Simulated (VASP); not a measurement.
# Al4P (P6/mmm) in VASP: further runs

The runs below take Al4P through single point, relaxation of cell and atoms, with PBE.

Everything below comes from runs of VASP 6.6.1. Logs are shortened: lines on timing, memory, paths and dates and some standing lists are left out, and cuts for length are marked.

### Step 1. The cell of the first run

It takes space group P6/mmm (No. 191, hexagonal). The conventional cell has a = 3.880 Å, b = 3.880 Å, c = 7.351 Å, α = 90.00°, β = 90.00°, γ = 120.00°. Al (site symmetry 6mm) has 1 P at 2.34 Å and 1 Al at 2.67 Å within 3.1 Å. Within 3.0 Å of Al (site symmetry -6m2) lie 3 Al at 2.24 Å and 3 P at 2.24 Å. Within 3.0 Å of P (site symmetry 6/mmm) lie 8 Al at 2.24 to 2.34 Å.

### Step 2. Single point, PBE

The input, INCAR:

```
SYSTEM = Al4P
  PREC = Accurate
  ENCUT = 520
  EDIFF = 1E-6
  ISMEAR = 0
  SIGMA = 0.1
  LREAL = .False.
  LASPH = .True.
  NELM = 80
  ALGO = Normal
  ISIF = 2
  LWAVE = .False.
  LCHARG = .True.
  GGA = PE
  LELF = .True.
  LVHAR = .True.
  NBANDS = 16
```

The input, KPOINTS:

```
Automatic mesh
0
Gamma
  6 6 4
  0 0 0
```

The input, POSCAR:

```
Al4P
1.0
    3.8801772100      0.0000000000      0.0000000000
   -1.9400886000      3.3603320300      0.0000000000
    0.0000000000      0.0000000000      7.3512121000
Al P
4 1
Direct
    0.0000000000      0.0000000000      0.8185592100
    0.0000000000      0.0000000000      0.1814407900
    0.3333333300      0.6666666700      0.5000000000
    0.6666666700      0.3333333300      0.5000000000
    0.0000000000      0.0000000000      0.5000000000
```

Potentials or basis: VASP PAW PBE potentials, release 64 (Al, P).

Started as:

```
$ cat potpaw_PBE.64/Al/POTCAR potpaw_PBE.64/P/POTCAR > POTCAR
$ mpirun -np 1 vasp_std > vasp.out
```

OUTCAR:

```text
SYSTEM = Al4P
   PREC = Accurate
   ENCUT = 520
   EDIFF = 1E-6
   ISMEAR = 0
   LREAL = .False.
   LASPH = .True.
   NELM = 80
   ISIF = 2
   GGA = PE

 ion  position               nearest neighbor table
   1  0.000  0.000  0.819-   5 2.34   2 2.67   4 3.24   3 3.24   3 3.24   4 3.24   4 3.24   3 3.24

   2  0.000  0.000  0.181-   5 2.34   1 2.67   4 3.24   3 3.24   3 3.24   4 3.24   4 3.24   3 3.24

   3  0.333  0.667  0.500-   4 2.24   5 2.24   4 2.24   5 2.24   5 2.24   4 2.24   1 3.24   2 3.24
                             1 3.24   2 3.24   1 3.24   2 3.24
   4  0.667  0.333  0.500-   3 2.24   5 2.24   3 2.24   5 2.24   5 2.24   3 2.24   1 3.24   2 3.24
                             2 3.24   1 3.24   2 3.24   1 3.24
   5  0.000  0.000  0.500-   3 2.24   4 2.24   3 2.24   4 2.24   4 2.24   3 2.24   1 2.34   2 2.34

  LATTYP: Found a hexagonal cell.
 ALAT       =     3.8801772100
 C/A-ratio  =     1.8945557644

  Lattice vectors:

 A1 = (   3.8801772100,   0.0000000000,   0.0000000000)
 A2 = (  -1.9400886000,   3.3603320300,   0.0000000000)
 A3 = (   0.0000000000,   0.0000000000,   7.3512121000)

Analysis of symmetry for initial positions (statically):
=====================================================================
 Subroutine PRICEL returns:
 Original cell was already a primitive cell.

 Routine SETGRP: Setting up the symmetry group for a
 hexagonal supercell.

 Subroutine GETGRP returns: Found 24 space group operations
 (whereof 24 operations were pure point group operations)
 out of a pool of 24 trial point group operations.

The static configuration has the point symmetry D_6h.

Analysis of symmetry for dynamics (positions and initial velocities):
=====================================================================
 Subroutine PRICEL returns:
 Original cell was already a primitive cell.

 Routine SETGRP: Setting up the symmetry group for a
 hexagonal supercell.

 Subroutine GETGRP returns: Found 24 space group operations
 (whereof 24 operations were pure point group operations)
 out of a pool of 24 trial point group operations.

The dynamic configuration has the point symmetry D_6h.

 Subroutine INISYM returns: Found 24 space group operations
 (whereof 24 operations are pure point group operations),
 and found     1 'primitive' translations

----------------------------------------------------------------------------------------

                                     Primitive cell

  volume of cell :      95.8501

  direct lattice vectors                    reciprocal lattice vectors
     3.880177210  0.000000000  0.000000000     0.257720188  0.148794820  0.000000000
    -1.940088600  3.360332030  0.000000000     0.000000000  0.297589640  0.000000000
     0.000000000  0.000000000  7.351212100     0.000000000  0.000000000  0.136031989

  length of vectors
     3.880177210  3.880177203  7.351212100     0.297589640  0.297589640  0.136031989

  position of ions in fractional coordinates (direct lattice)
     0.000000000  0.000000000  0.818559210
     0.000000000  0.000000000  0.181440790
     0.333333330  0.666666670  0.500000000
     0.666666670  0.333333330  0.500000000
     0.000000000  0.000000000  0.500000000

  ion indices of the primitive-cell ions
   primitive index   ion index
                 1           1
                 2           2
                 3           3
                 4           4
                 5           5

----------------------------------------------------------------------------------------

 KPOINTS: Automatic mesh

Automatic generation of k-mesh.
 Grid dimensions read from file:
 generate k-points for:    6    6    4

 Generating k-lattice:

  Cartesian coordinates                     Fractional coordinates (reciprocal lattice)
     0.042953365  0.024799137  0.000000000     0.166666667 -0.000000000  0.000000000
     0.000000000  0.049598273  0.000000000     0.000000000  0.166666667  0.000000000
     0.000000000  0.000000000  0.034007997     0.000000000  0.000000000  0.250000000

  Length of vectors
     0.049598273  0.049598273  0.034007997

  Shift w.r.t. Gamma in fractional coordinates (k-lattice)
     0.000000000  0.000000000  0.000000000

 Subroutine IBZKPT returns following result:
 ===========================================

 Found     21 irreducible k-points:

 Following reciprocal coordinates:
            Coordinates               Weight
  0.000000  0.000000  0.000000      1.000000
  0.166667 -0.000000  0.000000      6.000000
  0.333333  0.000000  0.000000      6.000000
  0.500000  0.000000  0.000000      3.000000
  0.166667  0.166667  0.000000      6.000000
  0.333333  0.166667  0.000000     12.000000
[... 13 lines left out ...]
  0.333333  0.166667  0.500000     12.000000
  0.333333  0.333333  0.500000      2.000000
   k-points           NKPTS =     21   k-points in BZ     NKDIM =     21   number of bands    NBANDS=     16
   number of dos      NEDOS =    301   number of ions     NIONS =      5
   total plane-waves  NPLWV =  50400
   dimension x,y,z NGX =    30 NGY =   30 NGZ =   56
   dimension x,y,z NGXF=    60 NGYF=   60 NGZF=  112
   ions per type =               4   1
   NGX,Y,Z   is equivalent  to a cutoff of  12.85, 12.85, 12.66 a.u.
   NGXF,Y,Z  is equivalent  to a cutoff of  25.71, 25.71, 25.33 a.u.
 SYSTEM =  Al4P
   PREC   = accura    normal or accurate (medium, high low for compatibility)
   ISTART =      0    job   : 0-new  1-cont  2-samecut
   ICHARG =      2    charge: 1-file 2-atom 10-const
   ISPIN  =      1    spin polarized calculation?
   LNONCOLLINEAR =      F non collinear calculations
   LSORBIT =      F    spin-orbit coupling
   LASPH  =      T    aspherical Exc in radial PAW
   ENCUT  =  520.0 eV  38.22 Ry    6.18 a.u.   7.21  7.21 13.67*2*pi/ulx,y,z
   NELM   =     80;   NELMIN=  2; NELMDL= -5     # of ELM steps
   EDIFF  = 0.1E-05   stopping-criterion for ELM
   LREAL  =      F    real-space projection
   EDIFFG = 0.1E-04   stopping-criterion for IOM
   NSW    =      0    number of steps for IOM
   IBRION =     -1    ionic relax: 0-MD 1-quasi-New 2-CG
   NFREE  =      0    steps in history (QN), initial steepest desc. (CG)
   ISIF   =      2    stress and relaxation
   ISYM   =      2    0-nonsym 1-usesym 2-fastsym
   POTIM  = 0.5000    time-step for ionic-motion
   TEBEG  =    0.0;   TEEND  =   0.0 temperature during run
   PSTRESS=    0.0 pullay stress
   NELECT =      17.0000    total number of electrons
   NUPDOWN=      -1.0000    fix difference up-down
   EMIN   =  10.00;   EMAX   =-10.00  energy-range for DOS
   EFERMI =   0.00;   METHOD = LEGACY
   ISMEAR =     0;   SIGMA  =   0.10  broadening in eV -4-tet -1-fermi 0-gaus
   EFERMI_NEDOS =   21; number of points for ismear=-14 and -15
   IALGO  =     38    algorithm
   IMIX   =      4    mixing-type and parameters
     AMIX     =   0.40;   BMIX     =  1.00
     AMIX_MAG =   1.60;   BMIX_MAG =  1.00
  volume/ion in A,a.u.               =      19.17       129.37
  Fermi-wavevector in a.u.,A,eV,Ry     =   0.919800  1.738171 11.510973  0.846033
  Thomas-Fermi vector in A             =   2.045035
   LORBIT       =      0    0 simple, 1 ext, 2 COOP (PROOUT), +10 PAW based schemes
   GGA     = PE    functional components
   LHFCALC =     F    Hartree Fock is set to
   AEXX    =    0.0000 exact exchange contribution
   IVDW    =     0    specifies the selected vdW correction
   LEPSILON=     F    determine dielectric tensor
   LRPA    =     F    only Hartree local field effects (RPA)
 non-spin polarized calculation
 Gauss-broadening in eV      SIGMA  =   0.10
  energy-cutoff  :      520.00
  volume of cell :       95.85
 maximum number of plane-waves:      2602
 NGX is ok and might be reduce to    30
   NGX = 15   NGY = 15   NGZ = 27

 number of electron      17.0000000 magnetization

 Free energy of the ion-electron system (eV)
  ---------------------------------------------------
  ext. energy  EPLUGINS =         0.00000000
  ---------------------------------------------------
  free energy    TOTEN  =       -14.04967111 eV

  energy without entropy =      -14.03661475  energy(sigma->0) =      -14.04314293

 E-fermi :   6.1079     XC(G=0):  -9.3241

 val. band max:        6.0575577866   @ k =   0.1667  -0.0000   0.5000
 cond. band min:       6.1843330138   @ k =   0.3333   0.1667   0.2500
 fundamental gap:      0.1267752272
 Fermi energy:         6.1079485507

 k-point     1 :       0.0000    0.0000    0.0000
  band No.  band energies     occupation
      1      -8.8947      2.00000
      2      -1.9164      2.00000
      3      -0.0700      2.00000
      4       1.2106      2.00000
      5       1.2106      2.00000
      6       4.9510      2.00000
[... 8 lines left out ...]
     15      10.5976      0.00000
     16      11.1838      0.00000

 k-point     2 :       0.1667   -0.0000    0.0000
  band No.  band energies     occupation
      1      -8.6143      2.00000
      2      -1.6390      2.00000
      3      -0.4278      2.00000
      4       0.2517      2.00000
      5       0.7330      2.00000
      6       4.4246      2.00000
[... 8 lines left out ...]
     15      10.4781      0.00000
     16      11.9816      0.00000

 k-point     3 :       0.3333    0.0000    0.0000
  band No.  band energies     occupation
      1      -7.8784      2.00000
      2      -2.6230      2.00000
      3      -0.9012      2.00000
      4       0.0959      2.00000
      5       1.0928      2.00000
      6       3.6490      2.00000
[... 8 lines left out ...]
     15       9.9654      0.00000
     16      11.6778      0.00000
[... 305 lines left out ...]
 k-point    20 :       0.3333    0.1667    0.5000
  band No.  band energies     occupation
      1      -7.3580      2.00000
      2      -3.2130      2.00000
      3      -1.2745      2.00000
      4      -0.6708      2.00000
      5       2.9566      2.00000
      6       3.3539      2.00000
[... 8 lines left out ...]
     15      11.2463      0.00000
     16      12.0148      0.00000

 k-point    21 :       0.3333    0.3333    0.5000
  band No.  band energies     occupation
      1      -7.0504      2.00000
      2      -2.7782      2.00000
      3      -2.7782      2.00000
      4      -0.3231      2.00000
      5       3.3491      2.00000
      6       3.7106      2.00000
[... 8 lines left out ...]
     15       8.7908      0.00000
     16      12.9260      0.00000

------------------------ aborting loop because EDIFF is reached ----------------------------------------

  FORCE on cell =-STRESS in cart. coord.  units (eV):
  Direction    XX          YY          ZZ          XY          YZ          ZX
  --------------------------------------------------------------------------------------
  -------------------------------------------------------------------------------------
  Total       21.5195564     21.5195564      2.5480554      0.0000000     -0.0000000      0.0000000
  in kB      359.7089072    359.7089061     42.5918736      0.0000005     -0.0000000      0.0000000
  external PRESSURE =     254.0032289 kB  Pullay stress =       0.0000000 kB

 VOLUME and BASIS-vectors are now :
 -----------------------------------------------------------------------------
  energy-cutoff  :      520.00
  volume of cell :       95.85
      direct lattice vectors                 reciprocal lattice vectors
     3.880177210  0.000000000  0.000000000     0.257720188  0.148794820  0.000000000
    -1.940088600  3.360332030  0.000000000     0.000000000  0.297589640  0.000000000
     0.000000000  0.000000000  7.351212100     0.000000000  0.000000000  0.136031989

 POSITION                                       TOTAL-FORCE (eV/Angst)
 -----------------------------------------------------------------------------------
      0.00000      0.00000      6.01740         0.000000     -0.000000      0.661934
      0.00000      0.00000      1.33381         0.000000      0.000000     -0.661934
     -0.00000      2.24022      3.67561        -0.000000      0.000000      0.000000
      1.94009      1.12011      3.67561         0.000000      0.000000      0.000000
      0.00000      0.00000      3.67561         0.000000      0.000000      0.000000
 -----------------------------------------------------------------------------------
    total drift:                                0.000000     -0.000000      0.000000

  FREE ENERGIE OF THE ION-ELECTRON SYSTEM (eV)
  ---------------------------------------------------
  free  energy   TOTEN  =       -14.0496711125 eV

  energy  without entropy=      -14.0366147516  energy(sigma->0) =      -14.04314293
```

It took 23 s on 1 thread of Intel Xeon Platinum 8488C (Sapphire Rapids), shared host; peak memory 0.21 GiB.

Results:

```
Free energy   : -14.0497 eV
Pressure      : 25.4 GPa
Largest force : 0.662 eV/Å
```

Forces in eV/Å, atoms in the order of the input:
```
Al   0.000  0.000  0.662
Al   0.000  0.000 -0.662
Al   0.000  0.000  0.000
Al   0.000  0.000  0.000
P    0.000  0.000  0.000
```

### Step 3. Single point, PBE

This run uses another cell than the first one, of 26.82 Å³/atom, 1.399 times its volume.

The input, INCAR:

```
SYSTEM = Al4P
ALGO = Normal
EDIFF = 1E-6
ENCUT = 520
GGA = PE
ISIF = 2
ISMEAR = 0
LASPH = .True.
LCHARG = .False.
LREAL = .False.
LWAVE = .False.
NBANDS = 16
NELM = 60
PREC = Accurate
SIGMA = 0.1
```

The input, KPOINTS:

```
k-points
0
Gamma
  6 6 4
  0 0 0
```

The input, POSCAR:

```
Al4P
1.0
    4.5099338261     -0.0000000034      0.0000000000
   -2.2549669102      3.9057172645      0.0000000000
    0.0000000000      0.0000000000      7.6138465284
Al P
4 1
Direct
    0.0000000000      0.0000000000      0.8179898875
    0.0000000000      0.0000000000      0.1820101125
    0.3333333333      0.6666666667      0.5000000000
    0.6666666667      0.3333333333      0.5000000000
    0.0000000000      0.0000000000      0.5000000000
```

Potentials or basis: VASP PAW PBE potentials, release 64 (Al, P).

Started as:

```
$ cat potpaw_PBE.64/Al/POTCAR potpaw_PBE.64/P/POTCAR > POTCAR
$ mpirun -np 1 vasp_std > vasp.out
```

Wall time 27 s (1 thread of Intel Xeon Platinum 8488C (Sapphire Rapids), shared host); peak memory 0.26 GiB.

It converged, with:

```yaml
Free_energy: -16.9170 eV
Pressure: -0.1 GPa
Largest_force: 0.030 eV/Å
```

Forces on the atoms (eV/Å):
```
Al   0.000  0.000  0.030
Al   0.000  0.000 -0.030
Al   0.000  0.000  0.000
Al   0.000  0.000  0.000
P    0.000  0.000  0.000
```

Stress tensor (GPa, compression positive):
```
-0.03  0.00  0.00
 0.00 -0.03  0.00
 0.00  0.00 -0.35
```

Levels at points of the mesh, in eV from the Fermi level:
| k point | band 4 | band 5 | band 6 | band 7 | band 8 | band 9 | band 10 | band 11 | band 12 | band 13 |
| --- | --- | --- | --- | --- | --- | --- | --- | --- | --- | --- |
| (0.00, 0.00, 0.00) | -3.89 | -3.89 | -3.42 | -0.92 | -0.92 | 0.23 | 1.18 | 1.90 | 2.07 | 2.87 |
| (0.50, 0.00, 0.00) | -4.96 | -4.34 | -3.20 | -1.79 | -0.57 | 1.18 | 1.70 | 1.96 | 2.05 | 2.46 |
| (0.00, 0.00, 0.50) | -3.89 | -3.48 | -3.45 | -2.58 | -0.92 | -0.92 | 1.37 | 1.91 | 2.01 | 2.01 |
| (0.50, 0.00, 0.50) | -4.96 | -3.19 | -2.83 | -2.26 | -1.52 | 0.96 | 1.28 | 1.74 | 1.91 | 3.69 |

(Continued in part 2 of 2.)
